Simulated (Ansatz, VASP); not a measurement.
# One calculation of Hf3F, two programs

```
Hf F
1.0
     3.08291    0.00000    0.00000
     0.00000    3.08291    0.00000
     0.00000    0.00000   21.09278
Hf F
3 1
Direct
  0.50000 0.50000 0.18964
  0.00000 0.00000 0.28673
  0.50000 0.50000 0.38368
  0.75000 0.75000 0.50078
```

Alike in both runs: task single point; functional LDA; k mesh 9 × 9 × 1; occupations gaussian, width 0.1 eV; no spin polarisation.

```csv
,VASP,Ansatz
version,VASP 6.6.1,Ansatz 0.2.0
potentials or method,"VASP PAW LDA potentials, release 64 (Hf_pv, F), cutoff 520 eV","scalar-relativistic, plane waves, PAW"
valence electrons in the cell,37,85
```

VASP gave:

| Quantity | Value |
| --- | --- |
| gap on the k mesh at the Fermi level (eV) | none |
| rms of the force components (eV/Å) | 1.684 |
| work function, face that differs most (eV) | 10.84 |

Problem. Estimate Ansatz's values.

Solution. gap on the k mesh at the Fermi level (eV): none; rms of the force components (eV/Å): 1.687; work function, face that differs most (eV): 10.83.

LDA's correlation is that of Perdew and Zunger in VASP and of Perdew and Wang (1992) in Ansatz. Atom by atom the forces differ by 0.005 eV/Å (rms over components). A gap of «none» marks a metal or a gap that the smearing closes. VASP's potentials hold 37 valence electrons a cell and Ansatz's 85, so a difference there can come from the potentials and not from the codes.

Spin-orbit coupling is off throughout.
